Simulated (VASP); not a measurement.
Wanted: the native input for a VASP 6.6.1 run.

```
Task                   : single point
Functional             : PBE
Potentials or basis    : VASP PAW PBE potentials, release 64 (Si, C)
Cutoff                 : 520 eV
k mesh                 : 6 × 6 × 1
Occupations            : gaussian, width 0.1 eV
Spin                   : no spin polarisation
Dipole correction      : no
Further INCAR settings : ALGO = Normal; EDIFF = 1e-07; NBANDS = 31
```

The structure of Si4C lies in POSCAR:

```
Si4C
1.0
    2.9377321295      0.0000000000      0.0000000000
   -1.4688660648      2.5441506537      0.0000000000
    0.0000000000      0.0000000000     17.0340704094
Si C
8 2
Direct
    0.3333333333      0.6666666667      0.0000000000
    0.3333333333      0.6666666667      0.1463963480
    0.3333333333      0.6666666667      0.3836074131
    0.3333333333      0.6666666667      0.6163925869
    0.3333333333      0.6666666667      0.8536036520
    0.6666666667      0.3333333333      0.2701013379
    0.6666666667      0.3333333333      0.5000000000
    0.6666666667      0.3333333333      0.7298986621
    0.6666666667      0.3333333333      0.0904986123
    0.6666666667      0.3333333333      0.9095013877
```

One way to write it, as run:

INCAR

```
SYSTEM = Si4C
PREC = Accurate
ENCUT = 520
EDIFF = 1E-7
ISMEAR = 0
SIGMA = 0.1
LREAL = .FALSE.
LASPH = .TRUE.
NELM = 60
ALGO = Normal
ISIF = 2
LWAVE = .FALSE.
LCHARG = .FALSE.
GGA = PE
NBANDS = 31
```

KPOINTS

```
regular mesh
0
G
  6 6 1
  0 0 0
```

Potentials or basis: VASP PAW PBE potentials, release 64 (Si, C).

Command:

```bash
$ cat potpaw_PBE.64/Si/POTCAR potpaw_PBE.64/C/POTCAR > POTCAR
$ mpirun -np 1 vasp_std > vasp.out
```

Results of the run:

```yaml
Pressure: 0.0 GPa
Largest_force: 0.014 eV/Å
Band_gap_on_the_k_mesh: zero (bands 20 and 21 overlap by 6.88 eV)
```

Caveat: the k points lie up to 0.41 Å⁻¹ apart, too coarse for converged energies and pressures of a metal.

It took 46 s on 1 thread of Intel(R) Xeon(R) Platinum 8488C (Sapphire Rapids), with other jobs on the host, peak memory 0.25 GiB.
